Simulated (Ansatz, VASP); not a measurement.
## RbPd: VASP beside Ansatz

```
Rb Pd
1.0
     3.44592    0.00000    0.00000
    -1.72296    2.98426    0.00000
     0.00000    0.00000    5.31855
Rb Pd
1 1
Cartesian
  0.0000 1.9895 2.6593
  0.0000 0.0000 0.0000
```

Alike in both runs: functional PBE; k mesh 18 × 18 × 10; occupations gaussian, width 0.1 eV; no spin polarisation.

Ansatz relaxed the structure, and its values are those at the end. VASP's run is a single point on that final structure, the one shown.

|  | VASP | Ansatz |
| --- | --- | --- |
| version | VASP 6.6.1 | Ansatz 0.2.0 |
| potentials or method | VASP PAW PBE potentials, release 64 (Rb_sv, Pd), cutoff 500 eV | scalar-relativistic, plane waves, PAW |
| valence electrons in the cell | 19 | 27 |

Ansatz gave:

| Quantity | Value |
| --- | --- |
| gap on the k mesh at the Fermi level (eV) | none |
| pressure (GPa) | 0.0 |

**Question.** What did VASP give for the same quantities?

**Answer.** gap on the k mesh at the Fermi level (eV): none; pressure (GPa): 0.1.

A gap of «none» marks a metal or a gap that the smearing closes. VASP's potentials hold 19 valence electrons a cell and Ansatz's 27, so a difference there can come from the potentials and not from the codes.
